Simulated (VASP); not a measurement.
# KCl (R3m) in VASP: notebook

Aim: see how the results for KCl move with the level of theory and the settings. Levels: PBE, HSE06. Tasks: single point.

Program: VASP 6.6.1. These are calculated values, not measurements. Logs are shortened: lines on timing, memory, paths and dates and some standing lists are left out, and cuts for length are marked.

### Step 1. The cell of the first run

Symmetry: R3m, No. 160, trigonal system. The conventional cell has a = 4.718 Å, b = 4.718 Å, c = 12.829 Å, α = 90.00°, β = 90.00°, γ = 120.00°. K (site symmetry 3m) has 4 Cl at 3.00 to 3.02 Å within 4.0 Å. Cl (site symmetry 3m) has 4 K at 3.00 to 3.02 Å within 4.0 Å.

### Step 2. Single point, PBE (epitaxial 111 strain -4.9%)

INCAR

```
PREC = Accurate ; ENCUT = 520
EDIFF = 1E-6 ; ISMEAR = -1
SIGMA = 0.02 ; LREAL = False
LASPH = True ; NELM = 100
ALGO = Normal ; ISIF = 2
LWAVE = False ; LCHARG = False
GGA = PE ; NBANDS = 15
```

KPOINTS

```
Automatic mesh
0
Gamma
  6 6 6
```

POSCAR

```
KCl
1.0
    0.2448844331      3.5810118614      3.5810118614
    3.5810118614      0.2448844331      3.5810118614
    3.5810118614      3.5810118614      0.2448844331
K Cl
1 1
Direct
    0.0073776539      0.0073776539      0.0073776539
    0.2426223461      0.2426223461      0.2426223461
```

Potentials or basis: VASP PAW PBE potentials, release 64 (K_sv, Cl).

The run is started by

```
> cat potpaw_PBE.64/K_sv/POTCAR potpaw_PBE.64/Cl/POTCAR > POTCAR
> mpirun -np 1 vasp_std > vasp.out
```

OUTCAR:

```text
PREC = Accurate
   ENCUT = 520
   EDIFF = 1E-6
   ISMEAR = -1
   LREAL = False
   LASPH = True
   NELM = 100
   ISIF = 2
   GGA = PE

 ion  position               nearest neighbor table
   1  0.007  0.007  0.007-   2 3.00   2 3.00   2 3.00   2 3.02
   2  0.243  0.243  0.243-   1 3.00   1 3.00   1 3.00   1 3.02

  LATTYP: Found a trigonal (rhomboedric) cell.
 ALAT       =     5.0702327647
 COS(alpha) =     0.5670582515

  Lattice vectors:

 A1 = (   0.2448844331,   3.5810118614,   3.5810118614)
 A2 = (   3.5810118614,   0.2448844331,   3.5810118614)
 A3 = (   3.5810118614,   3.5810118614,   0.2448844331)

Analysis of symmetry for initial positions (statically):
=====================================================================
 Subroutine PRICEL returns:
 Original cell was already a primitive cell.

 Routine SETGRP: Setting up the symmetry group for a
 trigonal (rhombohedral) supercell.

 Subroutine GETGRP returns: Found  6 space group operations
 (whereof  6 operations were pure point group operations)
 out of a pool of 12 trial point group operations.

The static configuration has the point symmetry C_3v.

Analysis of symmetry for dynamics (positions and initial velocities):
=====================================================================
 Subroutine PRICEL returns:
 Original cell was already a primitive cell.

 Routine SETGRP: Setting up the symmetry group for a
 trigonal (rhombohedral) supercell.

 Subroutine GETGRP returns: Found  6 space group operations
 (whereof  6 operations were pure point group operations)
 out of a pool of 12 trial point group operations.

The dynamic configuration has the point symmetry C_3v.

 Subroutine INISYM returns: Found  6 space group operations
 (whereof  6 operations are pure point group operations),
 and found     1 'primitive' translations

----------------------------------------------------------------------------------------

                                     Primitive cell

  volume of cell :      82.4370

  direct lattice vectors                    reciprocal lattice vectors
     0.244884433  3.581011861  3.581011861    -0.154829462  0.144919281  0.144919281
     3.581011861  0.244884433  3.581011861     0.144919281 -0.154829462  0.144919281
     3.581011861  3.581011861  0.244884433     0.144919281  0.144919281 -0.154829462

  length of vectors
     5.070232765  5.070232765  5.070232765     0.256856687  0.256856687  0.256856687

  position of ions in fractional coordinates (direct lattice)
     0.007377654  0.007377654  0.007377654
     0.242622346  0.242622346  0.242622346

  ion indices of the primitive-cell ions
   primitive index   ion index
                 1           1
                 2           2

----------------------------------------------------------------------------------------

 KPOINTS: Automatic mesh

Automatic generation of k-mesh.
 Grid dimensions read from file:
 generate k-points for:    6    6    6

 Generating k-lattice:

  Cartesian coordinates                     Fractional coordinates (reciprocal lattice)
    -0.025804910  0.024153213  0.024153213     0.166666667  0.000000000  0.000000000
     0.024153213 -0.025804910  0.024153213     0.000000000  0.166666667  0.000000000
     0.024153213  0.024153213 -0.025804910     0.000000000  0.000000000  0.166666667

  Length of vectors
     0.042809448  0.042809448  0.042809448

  Shift w.r.t. Gamma in fractional coordinates (k-lattice)
     0.000000000  0.000000000  0.000000000

 Subroutine IBZKPT returns following result:
 ===========================================

 Found     32 irreducible k-points:

 Following reciprocal coordinates:
            Coordinates               Weight
  0.000000  0.000000  0.000000      1.000000
  0.166667  0.000000  0.000000      6.000000
  0.333333 -0.000000 -0.000000      6.000000
  0.500000  0.000000 -0.000000      3.000000
  0.166667  0.166667  0.000000      6.000000
  0.333333  0.166667  0.000000     12.000000
[... 16 lines left out ...]
  0.500000  0.500000  0.166667      6.000000
 -0.333333  0.500000  0.166667     12.000000
 [... further k-points ...]
   k-points           NKPTS =     32   k-points in BZ     NKDIM =     32   number of bands    NBANDS=     15
   number of dos      NEDOS =    301   number of ions     NIONS =      2
   total plane-waves  NPLWV =  64000
   dimension x,y,z NGX =    40 NGY =   40 NGZ =   40
   dimension x,y,z NGXF=    80 NGYF=   80 NGZF=   80
   ions per type =               1   1
   NGX,Y,Z   is equivalent  to a cutoff of  13.12, 13.12, 13.12 a.u.
   NGXF,Y,Z  is equivalent  to a cutoff of  26.23, 26.23, 26.23 a.u.
 SYSTEM =  unknown system
   PREC   = accura    normal or accurate (medium, high low for compatibility)
   ISTART =      0    job   : 0-new  1-cont  2-samecut
   ICHARG =      2    charge: 1-file 2-atom 10-const
   ISPIN  =      1    spin polarized calculation?
   LNONCOLLINEAR =      F non collinear calculations
   LSORBIT =      F    spin-orbit coupling
   LASPH  =      T    aspherical Exc in radial PAW
   ENCUT  =  520.0 eV  38.22 Ry    6.18 a.u.   9.43  9.43  9.43*2*pi/ulx,y,z
   NELM   =    100;   NELMIN=  2; NELMDL= -5     # of ELM steps
   EDIFF  = 0.1E-05   stopping-criterion for ELM
   LREAL  =      F    real-space projection
   EDIFFG = 0.1E-04   stopping-criterion for IOM
   NSW    =      0    number of steps for IOM
   IBRION =     -1    ionic relax: 0-MD 1-quasi-New 2-CG
   NFREE  =      0    steps in history (QN), initial steepest desc. (CG)
   ISIF   =      2    stress and relaxation
   ISYM   =      2    0-nonsym 1-usesym 2-fastsym
   POTIM  = 0.5000    time-step for ionic-motion
   TEBEG  =    0.0;   TEEND  =   0.0 temperature during run
   PSTRESS=    0.0 pullay stress
   NELECT =      16.0000    total number of electrons
   NUPDOWN=      -1.0000    fix difference up-down
   EMIN   =  10.00;   EMAX   =-10.00  energy-range for DOS
   EFERMI =   0.00;   METHOD = LEGACY
   ISMEAR =    -1;   SIGMA  =   0.02  broadening in eV -4-tet -1-fermi 0-gaus
   EFERMI_NEDOS =   21; number of points for ismear=-14 and -15
   IALGO  =     38    algorithm
   IMIX   =      4    mixing-type and parameters
     AMIX     =   0.40;   BMIX     =  1.00
     AMIX_MAG =   1.60;   BMIX_MAG =  1.00
  volume/ion in A,a.u.               =      41.22       278.16
  Fermi-wavevector in a.u.,A,eV,Ry     =   0.947852  1.791181 12.223805  0.898424
  Thomas-Fermi vector in A             =   2.075985
   LORBIT       =      0    0 simple, 1 ext, 2 COOP (PROOUT), +10 PAW based schemes
   GGA     = PE    functional components
   LHFCALC =     F    Hartree Fock is set to
   AEXX    =    0.0000 exact exchange contribution
   IVDW    =     0    specifies the selected vdW correction
   LEPSILON=     F    determine dielectric tensor
   LRPA    =     F    only Hartree local field effects (RPA)
 non-spin polarized calculation
  energy-cutoff  :      520.00
  volume of cell :       82.44
 maximum number of plane-waves:      2240
 NGX is ok and might be reduce to    40
   NGX = 19   NGY = 19   NGZ = 19

 number of electron      16.0000001 magnetization

 Free energy of the ion-electron system (eV)
  ---------------------------------------------------
  ext. energy  EPLUGINS =         0.00000000
  ---------------------------------------------------
  free energy    TOTEN  =        -6.59328194 eV

  energy without entropy =       -6.59328194  energy(sigma->0) =       -6.59328194

 E-fermi :  -2.5465     XC(G=0):  -6.2817

 val. band max:       -3.0002574782   @ k =   0.5000   0.5000   0.5000
 cond. band min:       1.7500797245   @ k =   0.0000   0.0000   0.0000
 fundamental gap:      4.7503372027
 Fermi energy:        -2.5465183351

 k-point     1 :       0.0000    0.0000    0.0000
  band No.  band energies     occupation
      1     -30.2519      2.00000
      2     -14.8421      2.00000
      3     -13.7546      2.00000
      4     -13.7546      2.00000
      5     -13.7363      2.00000
      6      -3.2092      2.00000
      7      -3.0518      2.00000
      8      -3.0518      2.00000
      9       1.7501      0.00000
     10       6.3476      0.00000
     11       6.3476      0.00000
     12       7.3425      0.00000
     13       7.3425      0.00000
     14       7.3712      0.00000
     15       7.7369      0.00000

 k-point     2 :       0.1667    0.0000    0.0000
  band No.  band energies     occupation
      1     -30.2508      2.00000
      2     -14.8915      2.00000
      3     -13.7587      2.00000
      4     -13.7479      2.00000
      5     -13.6933      2.00000
      6      -3.2209      2.00000
      7      -3.1395      2.00000
      8      -3.0556      2.00000
      9       2.2178      0.00000
     10       5.9351      0.00000
     11       6.2132      0.00000
     12       7.0394      0.00000
     13       7.3183      0.00000
     14       7.8113      0.00000
     15       8.1705      0.00000

 k-point     3 :       0.3333   -0.0000   -0.0000
  band No.  band energies     occupation
      1     -30.2486      2.00000
      2     -14.9777      2.00000
      3     -13.7670      2.00000
      4     -13.7519      2.00000
      5     -13.6039      2.00000
      6      -3.3619      2.00000
      7      -3.1438      2.00000
      8      -3.0643      2.00000
      9       3.2617      0.00000
     10       5.4927      0.00000
     11       5.8783      0.00000
     12       6.2866      0.00000
     13       7.3498      0.00000
     14       7.8155      0.00000
     15       8.0128      0.00000
[... 343 lines left out ...]
 k-point    23 :       0.5000    0.5000    0.1667
  band No.  band energies     occupation
      1     -30.2473      2.00000
      2     -15.0784      2.00000
      3     -13.7870      2.00000
      4     -13.7779      2.00000
      5     -13.4434      2.00000
      6      -3.4448      2.00000
      7      -3.1649      2.00000
      8      -3.0137      2.00000
      9       3.6722      0.00000
     10       4.6670      0.00000
     11       6.3082      0.00000
     12       6.9312      0.00000
     13       7.6198      0.00000
     14       7.6974      0.00000
     15       8.1311      0.00000

 k-point    24 :      -0.3333    0.5000    0.1667
  band No.  band energies     occupation
      1     -30.2467      2.00000
      2     -15.0783      2.00000
      3     -13.7955      2.00000
      4     -13.7797      2.00000
      5     -13.4426      2.00000
      6      -3.4078      2.00000
      7      -3.1936      2.00000
      8      -3.0609      2.00000
      9       3.7824      0.00000
     10       4.6740      0.00000
     11       6.8054      0.00000
     12       7.0537      0.00000
     13       7.2227      0.00000
     14       7.5547      0.00000
     15       8.1328      0.00000

 [... further k-points ...]
[... 5 lines left out ...]
  --------------------------------------------------------------------------------------
  -------------------------------------------------------------------------------------
  Total        0.3877166      0.3877166      0.3877166     -0.1177863     -0.1177863     -0.1177863
  in kB        7.5353376      7.5353376      7.5353376     -2.2891964     -2.2891964     -2.2891964
  external PRESSURE =       7.5353376 kB  Pullay stress =       0.0000000 kB

 VOLUME and BASIS-vectors are now :
 -----------------------------------------------------------------------------
  energy-cutoff  :      520.00
  volume of cell :       82.44
      direct lattice vectors                 reciprocal lattice vectors
     0.244884433  3.581011861  3.581011861    -0.154829462  0.144919281  0.144919281
     3.581011861  0.244884433  3.581011861     0.144919281 -0.154829462  0.144919281
     3.581011861  3.581011861  0.244884433     0.144919281  0.144919281 -0.154829462

 POSITION                                       TOTAL-FORCE (eV/Angst)
 -----------------------------------------------------------------------------------
      0.05465      0.05465      0.05465         0.001233      0.001233      0.001233
      1.79708      1.79708      1.79708        -0.001233     -0.001233     -0.001233
 -----------------------------------------------------------------------------------
    total drift:                               -0.000002     -0.000002     -0.000002

  FREE ENERGIE OF THE ION-ELECTRON SYSTEM (eV)
  ---------------------------------------------------
  free  energy   TOTEN  =        -6.5932819377 eV

  energy  without entropy=       -6.5932819377  energy(sigma->0) =       -6.59328194
```

Wall time 38 s (1 thread of Intel Xeon Platinum 8259CL at 2.50GHz (Skylake/Cascade Lake), shared host); peak memory 0.24 GiB.

Results:

```yaml
Free_energy: -6.5933 eV
Pressure: 0.8 GPa
Band_gap_on_the_k_mesh: 4.75 eV (least direct gap 4.80 eV)
```

Forces in eV/Å, atoms in the order of the input:
```
K    0.001  0.001  0.001
Cl  -0.001 -0.001 -0.001
```

Caveat: the cell differs from its parent crystal (epitaxial 111 strain -4.9%). A k mesh can miss the band edges.

### Step 3. Single point, HSE06 (epitaxial 111 strain -4.9%)

POSCAR is that of step 2.

INCAR.step1

```
PREC     = Accurate       # precision mode
ENCUT    = 520            # plane-wave cutoff, eV
EDIFF    = 1E-5           # SCF threshold, eV
ISMEAR   = 0              # smearing method
SIGMA    = 0.01           # smearing width, eV
LREAL    = F              # projectors in reciprocal space
LASPH    = T              # aspherical terms in the spheres
NELM     = 100            # most SCF steps
ALGO     = Normal         # electronic algorithm
ISIF     = 2              # what is computed and relaxed
LWAVE    = T              # write WAVECAR
GGA      = PE             # functional
NBANDS   = 15             # bands
```

INCAR.step2

```
PREC     = Accurate       # precision mode
ENCUT    = 520            # plane-wave cutoff, eV
EDIFF    = 1E-6           # SCF threshold, eV
ISMEAR   = 0              # smearing method
SIGMA    = 0.01           # smearing width, eV
LREAL    = F              # projectors in reciprocal space
LASPH    = T              # aspherical terms in the spheres
NELM     = 100            # most SCF steps
ALGO     = Normal         # electronic algorithm
ISIF     = 2              # what is computed and relaxed
LWAVE    = F              # write WAVECAR
LCHARG   = T              # write CHGCAR
GGA      = PE             # functional
LHFCALC  = T              # exact exchange
HFSCREEN = 0.2079         # screening, 1/A
PRECFOCK = Normal       
LELF     = T              # ELF
LVHAR    = T            
ISTART   = 1            
NBANDS   = 15             # bands
```

KPOINTS

```
regular mesh
0
Gamma
  4 4 4
```

Potentials or basis: VASP PAW PBE potentials, release 64 (K_sv, Cl).

The run is started by

```
> cat potpaw_PBE.64/K_sv/POTCAR potpaw_PBE.64/Cl/POTCAR > POTCAR
> cp INCAR.step1 INCAR
> mpirun -np 1 vasp_std > vasp.out
> cp INCAR.step2 INCAR
> mpirun -np 1 vasp_std > vasp.out
```

Wall time 16 min (1 thread of Intel Xeon Platinum 8259CL at 2.50GHz (Skylake/Cascade Lake), shared host); peak memory 0.35 GiB.

Results (log left out):

| Property | Result |
| --- | --- |
| Free energy | -7.6399 eV |
| Pressure | 0.6 GPa |
| Band gap on the k mesh | 6.00 eV (least direct gap 6.05 eV) |

Stress tensor (GPa, compression positive):
```
 0.62 -0.24 -0.24
-0.24  0.62 -0.24
-0.24 -0.24  0.62
```

Levels at points of the mesh, in eV from the valence-band top:
| k point | band 4 | band 5 | band 6 | band 7 | band 8 | band 9 | band 10 | band 11 | band 12 | band 13 |
| --- | --- | --- | --- | --- | --- | --- | --- | --- | --- | --- |
| (0.00, 0.00, 0.00) | -11.46 | -11.45 | -0.21 | -0.05 | -0.05 | 6.00 | 10.98 | 10.98 | 11.95 | 11.97 |
| (0.50, 0.00, 0.00) | -11.47 | -11.30 | -0.44 | -0.13 | -0.07 | 8.64 | 8.84 | 9.93 | 11.01 | 12.14 |
| (0.50, 0.50, 0.00) | -11.50 | -11.18 | -0.52 | -0.13 | -0.02 | 7.91 | 9.03 | 11.57 | 11.83 | 11.96 |
| (0.50, 0.50, 0.50) | -11.47 | -11.19 | -0.51 | 0.00 | 0.00 | 8.29 | 8.69 | 10.56 | 10.56 | 11.89 |

Caveat: the cell differs from its parent crystal (epitaxial 111 strain -4.9%); the PAW data sets were made with another functional, which shifts forces and pressure a little.
